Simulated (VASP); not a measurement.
# TaN (P-6m2) in VASP: further runs

The runs below take TaN through single point, with PBEsol.

Everything below comes from runs of VASP 6.6.1. Logs are shortened: lines on timing, memory, paths and dates and some standing lists are left out, and cuts for length are marked.

## Step 1: The cell of the first run

Symmetry: P-6m2, No. 187, hexagonal system. Conventional cell: a = 2.778 Å, b = 2.778 Å, c = 2.799 Å, α = 90.00°, β = 90.00°, γ = 120.00°. Ta (site symmetry -6m2) has 6 N at 2.13 Å and 8 Ta at 2.78 to 2.80 Å within 2.8 Å. Within 2.8 Å of N (site symmetry -6m2) lie 6 Ta at 2.13 Å and 8 N at 2.78 to 2.80 Å.

## Step 2: Single point, PBEsol

INCAR

```
PREC = Accurate ; ENCUT = 520
EDIFF = 1E-7 ; ISMEAR = 0
SIGMA = 0.15 ; LREAL = False
LASPH = True ; NELM = 60
ALGO = Normal ; ISIF = 2
LWAVE = False ; LCHARG = True
GGA = PS ; LELF = True
LVHAR = True ; NBANDS = 15
```

KPOINTS

```
Automatic mesh
0
Gamma
  18 18 16
```

POSCAR

```
TaN
1.0
    2.7778000000      0.0000000000      0.0000000000
   -1.3889000000      2.4056453666      0.0000000000
    0.0000000000      0.0000000000      2.7990000000
Ta N
1 1
Direct
    0.3333333333      0.6666666667      0.5000000000
    0.0000000000      0.0000000000      0.0000000000
```

Potentials or basis: VASP PAW PBE potentials, release 64 (Ta_pv, N).

Command:

```bash
$ cat potpaw_PBE.64/Ta_pv/POTCAR potpaw_PBE.64/N/POTCAR > POTCAR
$ mpirun -np 1 vasp_std > vasp.out
```

OUTCAR:

```text
PREC = Accurate
   ENCUT = 520
   EDIFF = 1E-7
   ISMEAR = 0
   LREAL = False
   LASPH = True
   NELM = 60
   ISIF = 2
   GGA = PS

 ion  position               nearest neighbor table
   1  0.333  0.667  0.500-   2 2.13   2 2.13   2 2.13   2 2.13   2 2.13   2 2.13
   2  0.000  0.000  0.000-   1 2.13   1 2.13   1 2.13   1 2.13   1 2.13   1 2.13

  LATTYP: Found a hexagonal cell.
 ALAT       =     2.7778000000
 C/A-ratio  =     1.0076319389

  Lattice vectors:

 A1 = (   2.7778000000,   0.0000000000,   0.0000000000)
 A2 = (  -1.3889000000,   2.4056453666,   0.0000000000)
 A3 = (   0.0000000000,   0.0000000000,   2.7990000000)

Analysis of symmetry for initial positions (statically):
=====================================================================
 Subroutine PRICEL returns:
 Original cell was already a primitive cell.

 Routine SETGRP: Setting up the symmetry group for a
 hexagonal supercell.

 Subroutine GETGRP returns: Found 12 space group operations
 (whereof 12 operations were pure point group operations)
 out of a pool of 24 trial point group operations.

The static configuration has the point symmetry D_3h.

Analysis of symmetry for dynamics (positions and initial velocities):
=====================================================================
 Subroutine PRICEL returns:
 Original cell was already a primitive cell.

 Routine SETGRP: Setting up the symmetry group for a
 hexagonal supercell.

 Subroutine GETGRP returns: Found 12 space group operations
 (whereof 12 operations were pure point group operations)
 out of a pool of 24 trial point group operations.

The dynamic configuration has the point symmetry D_3h.

 Subroutine INISYM returns: Found 12 space group operations
 (whereof 12 operations are pure point group operations),
 and found     1 'primitive' translations

----------------------------------------------------------------------------------------

                                     Primitive cell

  volume of cell :      18.7040

  direct lattice vectors                    reciprocal lattice vectors
     2.777800000  0.000000000  0.000000000     0.359997120  0.207844434  0.000000000
    -1.388900000  2.405645367  0.000000000     0.000000000  0.415688868  0.000000000
     0.000000000  0.000000000  2.799000000     0.000000000  0.000000000  0.357270454

  length of vectors
     2.777800000  2.777800000  2.799000000     0.415688868  0.415688868  0.357270454

  position of ions in fractional coordinates (direct lattice)
     0.333333333  0.666666667  0.500000000
     0.000000000  0.000000000  0.000000000

  ion indices of the primitive-cell ions
   primitive index   ion index
                 1           1
                 2           2

----------------------------------------------------------------------------------------

 KPOINTS: Automatic mesh

Automatic generation of k-mesh.
 Grid dimensions read from file:
 generate k-points for:   18   18   16

 Generating k-lattice:

  Cartesian coordinates                     Fractional coordinates (reciprocal lattice)
     0.019999840  0.011546913  0.000000000     0.055555556  0.000000000  0.000000000
     0.000000000  0.023093826  0.000000000     0.000000000  0.055555556  0.000000000
     0.000000000  0.000000000  0.022329403     0.000000000  0.000000000  0.062500000

  Length of vectors
     0.023093826  0.023093826  0.022329403

  Shift w.r.t. Gamma in fractional coordinates (k-lattice)
     0.000000000  0.000000000  0.000000000

 Subroutine IBZKPT returns following result:
 ===========================================

 Found    333 irreducible k-points:

 Following reciprocal coordinates:
            Coordinates               Weight
  0.000000  0.000000  0.000000      1.000000
  0.055556 -0.000000  0.000000      6.000000
  0.111111 -0.000000  0.000000      6.000000
  0.166667  0.000000  0.000000      6.000000
  0.222222 -0.000000  0.000000      6.000000
  0.277778  0.000000  0.000000      6.000000
[... 16 lines left out ...]
  0.333333  0.111111  0.000000     12.000000
  0.388889  0.111111  0.000000     12.000000
 [... further k-points ...]
   k-points           NKPTS =    333   k-points in BZ     NKDIM =    333   number of bands    NBANDS=     15
   number of dos      NEDOS =    301   number of ions     NIONS =      2
   total plane-waves  NPLWV =  13824
   dimension x,y,z NGX =    24 NGY =   24 NGZ =   24
   dimension x,y,z NGXF=    48 NGYF=   48 NGZF=   48
   ions per type =               1   1
   NGX,Y,Z   is equivalent  to a cutoff of  14.36, 14.36, 14.25 a.u.
   NGXF,Y,Z  is equivalent  to a cutoff of  28.73, 28.73, 28.51 a.u.
 SYSTEM =  unknown system
   PREC   = accura    normal or accurate (medium, high low for compatibility)
   ISTART =      0    job   : 0-new  1-cont  2-samecut
   ICHARG =      2    charge: 1-file 2-atom 10-const
   ISPIN  =      1    spin polarized calculation?
   LNONCOLLINEAR =      F non collinear calculations
   LSORBIT =      F    spin-orbit coupling
   LASPH  =      T    aspherical Exc in radial PAW
   ENCUT  =  520.0 eV  38.22 Ry    6.18 a.u.   5.16  5.16  5.20*2*pi/ulx,y,z
   NELM   =     60;   NELMIN=  2; NELMDL= -5     # of ELM steps
   EDIFF  = 0.1E-06   stopping-criterion for ELM
   LREAL  =      F    real-space projection
   EDIFFG = 0.1E-05   stopping-criterion for IOM
   NSW    =      0    number of steps for IOM
   IBRION =     -1    ionic relax: 0-MD 1-quasi-New 2-CG
   NFREE  =      0    steps in history (QN), initial steepest desc. (CG)
   ISIF   =      2    stress and relaxation
   ISYM   =      2    0-nonsym 1-usesym 2-fastsym
   POTIM  = 0.5000    time-step for ionic-motion
   TEBEG  =    0.0;   TEEND  =   0.0 temperature during run
   PSTRESS=    0.0 pullay stress
   NELECT =      16.0000    total number of electrons
   NUPDOWN=      -1.0000    fix difference up-down
   EMIN   =  10.00;   EMAX   =-10.00  energy-range for DOS
   EFERMI =   0.00;   METHOD = LEGACY
   ISMEAR =     0;   SIGMA  =   0.15  broadening in eV -4-tet -1-fermi 0-gaus
   EFERMI_NEDOS =   21; number of points for ismear=-14 and -15
   IALGO  =     38    algorithm
   IMIX   =      4    mixing-type and parameters
     AMIX     =   0.40;   BMIX     =  1.00
     AMIX_MAG =   1.60;   BMIX_MAG =  1.00
  volume/ion in A,a.u.               =       9.35        63.11
  Fermi-wavevector in a.u.,A,eV,Ry     =   1.554067  2.936760 32.859749  2.415123
  Thomas-Fermi vector in A             =   2.658207
   LORBIT       =      0    0 simple, 1 ext, 2 COOP (PROOUT), +10 PAW based schemes
   GGA     = PS    functional components
   LHFCALC =     F    Hartree Fock is set to
   AEXX    =    0.0000 exact exchange contribution
   IVDW    =     0    specifies the selected vdW correction
   LEPSILON=     F    determine dielectric tensor
   LRPA    =     F    only Hartree local field effects (RPA)
 non-spin polarized calculation
 Gauss-broadening in eV      SIGMA  =   0.15
  energy-cutoff  :      520.00
  volume of cell :       18.70
 maximum number of plane-waves:       527
 NGX is ok and might be reduce to    24
   NGX = 11   NGY = 11   NGZ = 11

 number of electron      16.0000002 magnetization

 Free energy of the ion-electron system (eV)
  ---------------------------------------------------
  ext. energy  EPLUGINS =         0.00000000
  ---------------------------------------------------
  free energy    TOTEN  =       -23.34150247 eV

  energy without entropy =      -23.34064625  energy(sigma->0) =      -23.34107436

 E-fermi :   9.5849     XC(G=0): -14.2991

 val. band max:        9.5747293477   @ k =   0.0556  -0.0000   0.5000
 cond. band min:       9.6120298763   @ k =   0.0556  -0.0000   0.4375
 fundamental gap:      0.0373005285
 Fermi energy:         9.5849427985

 k-point     1 :       0.0000    0.0000    0.0000
  band No.  band energies     occupation
      1     -24.8399      2.00000
      2     -24.3378      2.00000
      3     -24.3378      2.00000
      4      -9.1725      2.00000
      5       4.6196      2.00000
      6       4.6497      2.00000
      7       4.6497      2.00000
      8       6.4361      2.00000
      9      13.2099      0.00000
     10      13.7563      0.00000
     11      13.7563      0.00000
     12      14.4276      0.00000
     13      14.4276      0.00000
     14      23.4325      0.00000
     15      23.9695      0.00000

 k-point     2 :       0.0556   -0.0000    0.0000
  band No.  band energies     occupation
      1     -24.8318      2.00000
      2     -24.3998      2.00000
      3     -24.3503      2.00000
      4      -9.0847      2.00000
      5       4.3752      2.00000
      6       4.7145      2.00000
      7       4.7962      2.00000
      8       6.3100      2.00000
      9      13.4737      0.00000
     10      13.5962      0.00000
     11      13.7687      0.00000
     12      14.3808      0.00000
     13      14.5345      0.00000
     14      23.4339      0.00000
     15      23.9501      0.00000

 k-point     3 :       0.1111   -0.0000    0.0000
  band No.  band energies     occupation
      1     -24.8085      2.00000
      2     -24.5750      2.00000
      3     -24.3862      2.00000
      4      -8.8334      2.00000
      5       3.8453      2.00000
      6       4.8983      2.00000
      7       5.0983      2.00000
      8       5.9683      2.00000
      9      13.1109      0.00000
     10      13.8189      0.00000
     11      14.2394      0.00000
     12      14.2488      0.00000
     13      14.8063      0.00000
     14      23.4359      0.00000
     15      23.8948      0.00000

 k-point     4 :       0.1667    0.0000    0.0000
  band No.  band energies     occupation
      1     -24.8342      2.00000
      2     -24.7725      2.00000
      3     -24.4407      2.00000
      4      -8.4504      2.00000
      5       3.1640      2.00000
      6       5.1708      2.00000
      7       5.4941      2.00000
      8       5.5208      2.00000
      9      12.5520      0.00000
     10      13.9418      0.00000
     11      14.0536      0.00000
     12      15.1309      0.00000
     13      15.2180      0.00000
     14      23.4443      0.00000
     15      23.8525      0.00000
[... 307 lines left out ...]
 k-point    22 :       0.2778    0.1111    0.0000
  band No.  band energies     occupation
      1     -25.7165      2.00000
      2     -24.7540      2.00000
      3     -24.6231      2.00000
      4      -6.8259      2.00000
      5       1.3158      2.00000
      6       3.9889      2.00000
      7       5.3717      2.00000
      8       6.8568      2.00000
      9      11.8254      0.00000
     10      12.5717      0.00000
     11      15.6036      0.00000
     12      16.5137      0.00000
     13      18.1658      0.00000
     14      23.5111      0.00000
     15      24.8059      0.00000

 k-point    23 :       0.3333    0.1111    0.0000
  band No.  band energies     occupation
      1     -25.9055      2.00000
      2     -24.8225      2.00000
      3     -24.5881      2.00000
      4      -6.4242      2.00000
      5       0.9800      2.00000
      6       3.6992      2.00000
      7       5.1578      2.00000
      8       7.0098      2.00000
      9      12.2839      0.00000
     10      12.5149      0.00000
     11      15.7609      0.00000
     12      16.6505      0.00000
     13      19.0266      0.00000
     14      23.4993      0.00000
     15      24.7858      0.00000

 k-point    24 :       0.3889    0.1111    0.0000
  band No.  band energies     occupation
      1     -26.0263      2.00000
      2     -24.8668      2.00000
      3     -24.5651      2.00000
      4      -6.1521      2.00000
      5       0.7744      2.00000
      6       3.5181      2.00000
      7       4.9580      2.00000
      8       7.0703      2.00000
      9      12.1012      0.00000
     10      13.4686      0.00000
     11      15.3948      0.00000
     12      16.7147      0.00000
     13      19.9887      0.00000
     14      23.4224      0.00000
     15      24.0165      0.00000

 [... further k-points ...]

------------------------ aborting loop because EDIFF is reached ----------------------------------------

  FORCE on cell =-STRESS in cart. coord.  units (eV):
  Direction    XX          YY          ZZ          XY          YZ          ZX
  --------------------------------------------------------------------------------------
  -------------------------------------------------------------------------------------
  Total        7.7823332      7.7823332      6.1339624      0.0000000     -0.0000000      0.0000000
  in kB      666.6301134    666.6301134    525.4316326      0.0000000     -0.0000000      0.0000000
  external PRESSURE =     619.5639532 kB  Pullay stress =       0.0000000 kB

 VOLUME and BASIS-vectors are now :
 -----------------------------------------------------------------------------
  energy-cutoff  :      520.00
  volume of cell :       18.70
      direct lattice vectors                 reciprocal lattice vectors
     2.777800000  0.000000000  0.000000000     0.359997120  0.207844434  0.000000000
    -1.388900000  2.405645367  0.000000000     0.000000000  0.415688868  0.000000000
     0.000000000  0.000000000  2.799000000     0.000000000  0.000000000  0.357270454

 POSITION                                       TOTAL-FORCE (eV/Angst)
 -----------------------------------------------------------------------------------
     -0.00000      1.60376      1.39950         0.000000      0.000000      0.000000
      0.00000      0.00000      0.00000        -0.000000      0.000000      0.000000
 -----------------------------------------------------------------------------------
    total drift:                                0.000000     -0.000000     -0.000000

  FREE ENERGIE OF THE ION-ELECTRON SYSTEM (eV)
  ---------------------------------------------------
  free  energy   TOTEN  =       -23.3415024682 eV

  energy  without entropy=      -23.3406462536  energy(sigma->0) =      -23.34107436
```

It took 54 s on 1 thread of Intel Xeon Platinum 8259CL at 2.50GHz (Skylake/Cascade Lake), shared host; peak memory 0.22 GiB.

Results:

| Item | Value |
| --- | --- |
| Free energy | -23.3415 eV |
| Pressure | 62.0 GPa |
| Band gap on the k mesh | zero (band 8 reaches 10.01 eV, above the bottom of band 9 at 9.44 eV) |

Caveat: the PAW data sets were made with another functional, which shifts forces and pressure a little; spin-orbit coupling is left out, which moves the levels of the heavy elements.

## Step 3: Single point, PBEsol

INCAR

```
SYSTEM = TaN
  PREC = Accurate
  ENCUT = 520
  EDIFF = 1E-6
  ISMEAR = 0
  SIGMA = 0.15
  LREAL = .False.
  LASPH = .True.
  NELM = 80
  ALGO = Normal
  ISIF = 2
  LWAVE = .False.
  LCHARG = .False.
  GGA = PS
  NBANDS = 15
```

KPOINTS

```
Automatic mesh
0
Gamma
  18 18 16
  0 0 0
```

POSCAR

```
TaN
1.0
    2.8144000000      0.0000000000      0.0000000000
   -1.4072000000      2.4373418964      0.0000000000
    0.0000000000      0.0000000000      2.7272000000
Ta N
1 1
Direct
    0.3333333333      0.6666666667      0.5000000000
    0.0000000000      0.0000000000      0.0000000000
```

Potentials or basis: VASP PAW PBE potentials, release 64 (Ta_pv, N).

Command:

```bash
$ cat potpaw_PBE.64/Ta_pv/POTCAR potpaw_PBE.64/N/POTCAR > POTCAR
$ mpirun -np 1 vasp_std > vasp.out
```

It took 44 s on 1 thread of Intel Xeon Platinum 8259CL at 2.50GHz (Skylake/Cascade Lake), shared host; peak memory 0.21 GiB.

It converged, with:

```
Free energy            : -23.3365 eV
Pressure               : 63.4 GPa
Band gap on the k mesh : zero (band 8 reaches 9.95 eV, above the bottom of band 9 at 9.49 eV)
```

Stress tensor (GPa, compression positive):
```
57.18  0.00  0.00
 0.00 57.18  0.00
 0.00  0.00 75.71
```

Levels at points of the mesh, in eV from the Fermi level:
| k point | band 4 | band 5 | band 6 | band 7 | band 8 | band 9 | band 10 | band 11 | band 12 | band 13 |
| --- | --- | --- | --- | --- | --- | --- | --- | --- | --- | --- |
| (0.00, 0.00, 0.00) | -18.86 | -5.35 | -5.35 | -4.94 | -2.97 | 3.17 | 4.37 | 4.37 | 4.87 | 4.87 |
| (0.50, 0.00, 0.00) | -15.99 | -9.11 | -5.83 | -4.14 | -3.48 | 3.64 | 4.78 | 6.15 | 6.29 | 8.95 |
| (0.00, 0.00, 0.50) | -15.20 | -10.28 | -4.40 | -4.40 | -0.16 | -0.16 | 3.07 | 3.60 | 3.60 | 9.36 |
| (0.50, 0.00, 0.50) | -16.70 | -8.21 | -6.70 | -6.67 | 0.06 | 5.21 | 6.44 | 7.55 | 8.46 | 12.33 |

Caveat: the PAW data sets were made with another functional, which shifts forces and pressure a little; spin-orbit coupling is left out, which moves the levels of the heavy elements.

## Step 4: Single point, PBEsol

This run uses another cell than the first one, of 9.47 Å³/atom, 1.013 times its volume.

INCAR

```
PREC = Accurate
ENCUT = 520
EDIFF = 1E-6
ISMEAR = 0
SIGMA = 0.15
LREAL = F
LASPH = T
NELM = 100
ALGO = Normal
ISIF = 2
LWAVE = F
LCHARG = F
GGA = PS
NBANDS = 15
```

KPOINTS

```
Automatic mesh
0
Gamma
  18 18 16
```

POSCAR

```
TaN
1.0
    2.7778000000      0.0000000000      0.0000000000
   -1.3889000000      2.4056453666      0.0000000000
    0.0000000000      0.0000000000      2.8349000000
Ta N
1 1
Direct
    0.3333333333      0.6666666667      0.5000000000
    0.0000000000      0.0000000000      0.0000000000
```

Command:

```bash
$ cat potpaw_PBE.64/Ta_pv/POTCAR potpaw_PBE.64/N/POTCAR > POTCAR
$ mpirun -np 1 vasp_std > vasp.out
```

Run time: 50 s. Hardware: 1 thread of Intel Xeon Platinum 8259CL at 2.50GHz (Skylake/Cascade Lake), shared host; peak memory 0.22 GiB.

It converged, with:

* Free energy: -23.4091 eV
* Pressure: 54.0 GPa
* Band gap on the k mesh: zero (band 8 reaches 9.79 eV, above the bottom of band 9 at 9.28 eV)

Stress tensor (GPa, compression positive):
```
62.20  0.00  0.00
 0.00 62.20  0.00
 0.00  0.00 37.52
```

Levels at points of the mesh, in eV from the Fermi level:
```tsv
k point	band 4	band 5	band 6	band 7	band 8	band 9	band 10	band 11	band 12	band 13
(0.00, 0.00, 0.00)	-18.62	-4.92	-4.74	-4.74	-3.19	3.67	4.04	4.04	4.76	4.76
(0.50, 0.00, 0.00)	-15.67	-8.92	-6.17	-4.07	-3.09	3.40	5.32	5.78	6.72	8.67
(0.00, 0.00, 0.50)	-15.24	-10.12	-3.77	-3.77	-0.14	-0.14	2.25	4.07	4.07	9.61
(0.50, 0.00, 0.50)	-16.43	-8.01	-6.67	-6.09	-0.09	5.18	6.79	6.96	8.52	12.04
```

Caveat: the PAW data sets were made with another functional, which shifts forces and pressure a little; spin-orbit coupling is left out, which moves the levels of the heavy elements.

(Part 1 of 2 ends here.)
